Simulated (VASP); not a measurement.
A run of VASP 6.6.1:

Contents of INCAR:

```
SYSTEM = Lu
ADDGRID  = .False.      
ALGO     = Normal         ! electronic algorithm
EDIFF    = 1E-8           ! SCF threshold, eV
ENCUT    = 680            ! plane-wave cutoff, eV
GGA      = PS             ! functional
GGA_COMPAT= .False.      
ISIF     = 2              ! what is computed and relaxed
ISMEAR   = 1              ! smearing method
KPAR     = 2            
LASPH    = .True.         ! aspherical terms in the spheres
LCHARG   = .False.        ! write CHGCAR
LREAL    = .False.        ! projectors in reciprocal space
LWAVE    = .False.        ! write WAVECAR
NBANDS   = 31             ! bands
NELM     = 120            ! most SCF steps
PREC     = Accurate       ! precision mode
SIGMA    = 0.05           ! smearing width, eV
```

File KPOINTS:

```
Automatic mesh
0
Gamma
  19 19 19
  0 0 0
```

File POSCAR:

```
Lu
1.0
   -1.9541071088      1.9541071088      1.9834187154
    1.9541071088     -1.9541071088      1.9834187154
    1.9541071088      1.9541071088     -1.9834187154
Lu
1
Direct
    0.0000000000      0.0000000000      0.0000000000
```

Potentials or basis: VASP PAW PBE potentials, release 64 (Lu).

Launch:

```sh
$ cat potpaw_PBE.64/Lu/POTCAR > POTCAR
$ mpirun -np 2 vasp_std > vasp.out
```

Hardware: 2 MPI ranks on Intel(R) Xeon(R) Platinum 8259CL CPU @ 2.50GHz (Skylake/Cascade Lake), with other jobs on the host.

**Question.** How long does it take, and how much memory?

**Answer.** It took 7.6 min on 2 MPI ranks on Intel(R) Xeon(R) Platinum 8259CL CPU @ 2.50GHz (Skylake/Cascade Lake), with other jobs on the host, peak memory 0.68 GiB a rank. Counts: scf iterations 16, k points 550.
